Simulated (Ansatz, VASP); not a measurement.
## CuO in VASP and in Ansatz

```
CELL_PARAMETERS angstrom
4.68370 0.00000 0.00000
4.68370 3.42260 0.00000
-0.85003 0.00000 5.05787
ATOMIC_POSITIONS crystal
Cu 0.00000 0.25000 0.00000
Cu 0.50000 0.75000 0.50000
Cu 0.00000 0.75000 0.00000
Cu 0.50000 0.25000 0.50000
O 0.58160 0.91840 0.25000
O 0.41840 0.08160 0.75000
O 0.58160 0.41840 0.25000
O 0.41840 0.58160 0.75000
```

Alike in both runs: task single point; functional PBEsol; k mesh 7 × 7 × 4; occupations gaussian, width 0.05 eV; collinear spin; Hubbard terms Cu d U = 7.0 eV.

```csv
,VASP,Ansatz
version,VASP 6.6.1,Ansatz 0.2.0
potentials or method,"VASP PAW PBE potentials, release 64 (Cu, O), cutoff 520 eV","scalar-relativistic, plane waves, PAW"
valence electrons in the cell,68,100
```

Ansatz gave:

* gap on the k mesh at the Fermi level (eV): 0.03
* least direct gap on the mesh (eV): 0.11
* pressure (GPa): 1.0
* rms of the force components (eV/Å): 0.029
* net moment per atom (μB): 0.50
* size of the moment on the site where the two differ most (μB): 0.64

**Question.** Estimate VASP's values.

**Answer.** gap on the k mesh at the Fermi level (eV): 0.89; least direct gap on the mesh (eV): 0.95; pressure (GPa): -6.0; rms of the force components (eV/Å): 0.038; net moment per atom (μB): 0.50; size of the moment on the site where the two differ most (μB): 0.71.

VASP's potentials were made for PBE, not for PBEsol. Site moments also hang on the region over which each program counts them. The programs project onto different local orbitals, so the same U acts differently, and such runs can settle in different states. VASP's potentials hold 68 valence electrons a cell and Ansatz's 100, so a difference there can come from the potentials and not from the codes.
